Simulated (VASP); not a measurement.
Write the native input for VASP 6.6.1 that does the following.

```
Task                   : single point
Functional             : PBE
Potentials or basis    : VASP PAW PBE potentials, release 64 (Sc_sv, Si, O)
Cutoff                 : 520 eV
k mesh                 : 12 × 12 × 12
Occupations            : gaussian, width 0.1 eV
Spin                   : no spin polarisation
Dipole correction      : no
Further INCAR settings : ALGO = Normal; EDIFF = 1e-06; NBANDS = 28
```

The structure of ScSi2O3 lies in POSCAR:

```
ScSi2O3
1.0
    5.2413460148      0.0000000000      0.0000000000
   -2.6206730074      4.5391387989      0.0000000000
    0.0000000000      0.0000000000      2.9751672227
Sc Si O
1 2 3
Direct
    0.0000000000      0.0000000000      0.0000000000
    0.3333333333      0.6666666667      0.0000000000
    0.6666666667      0.3333333333      0.0000000000
    0.5000000000      0.0000000000      0.5000000000
    0.5000000000      0.5000000000      0.5000000000
    0.0000000000      0.5000000000      0.5000000000
```

The cell was generated, and may not be a known phase.

These files were run (other wordings do the same):

INCAR

```
  ALGO = Normal
  EDIFF = 1E-6
  ENCUT = 520
  GGA = PE
  ISIF = 2
  ISMEAR = 0
  LASPH = True
  LCHARG = True
  LELF = True
  LREAL = False
  LVHAR = True
  LWAVE = False
  NBANDS = 28
  NELM = 100
  PREC = Accurate
  SIGMA = 0.1
```

KPOINTS

```
k-points
0
Gamma
  12 12 12
```

Potentials or basis: VASP PAW PBE potentials, release 64 (Sc_sv, Si, O).

Command:

```console
$ cat potpaw_PBE.64/Sc_sv/POTCAR potpaw_PBE.64/Si/POTCAR potpaw_PBE.64/O/POTCAR > POTCAR
$ mpirun -np 1 vasp_std > vasp.out
```

Results of the run:

The pressure is 0.1 GPa and the band gap on the k mesh is zero (an odd number of electrons rules out a gap without spin polarisation).

Caveat: an odd number of electrons without spin polarisation forces a metal; a magnetic or distorted state may lie lower.

Wall time 6.2 min on 1 thread of Intel Xeon 8259CL, with other jobs on the host, peak memory 0.36 GiB.
